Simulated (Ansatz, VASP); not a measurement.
## One calculation of MoBrF3, two programs

```xyz
5
Lattice="4.6024 0.0000 0.0000 0.0000 4.6024 0.0000 0.0000 0.0000 4.6024" Properties=species:S:1:pos:R:3 pbc="T T T"
Mo    0.0000    0.0000    0.0000
Br    2.3012    2.3012    2.3012
F     2.3012    2.3012    0.0000
F     2.3012    0.0000    2.3012
F     0.0000    2.3012    2.3012
```

Change from the starting cell: species swapped into the BaTiO3 type (Pm-3m, No. 221).

Alike in both runs: functional PBE; k mesh 4 × 4 × 4; occupations gaussian, width 0.1 eV; collinear spin.

Ansatz relaxed the structure, and its values are those at the end. VASP's run is a single point on that final structure, the one shown.

|  | VASP | Ansatz |
| --- | --- | --- |
| version | VASP 6.6.1 | Ansatz 0.2.0 |
| potentials or method | VASP PAW PBE potentials, release 64 (Mo_sv, Br, F), cutoff 520 eV | scalar-relativistic, plane waves, PAW |
| valence electrons in the cell | 42 | 42 |

Ansatz gave:

```
gap on the k mesh at the Fermi level (eV)                     : none
pressure (GPa)                                                : -0.1
net moment per atom (μB)                                      : 0.70
size of the moment on the site where the two differ most (μB) : 0.54
```

Task: What did VASP give for the same quantities?

Result: gap on the k mesh at the Fermi level (eV): none; pressure (GPa): -0.4; net moment per atom (μB): 0.70; size of the moment on the site where the two differ most (μB): 0.66.

Site moments also hang on the region over which each program counts them. A gap of «none» marks a metal or a gap that the smearing closes.
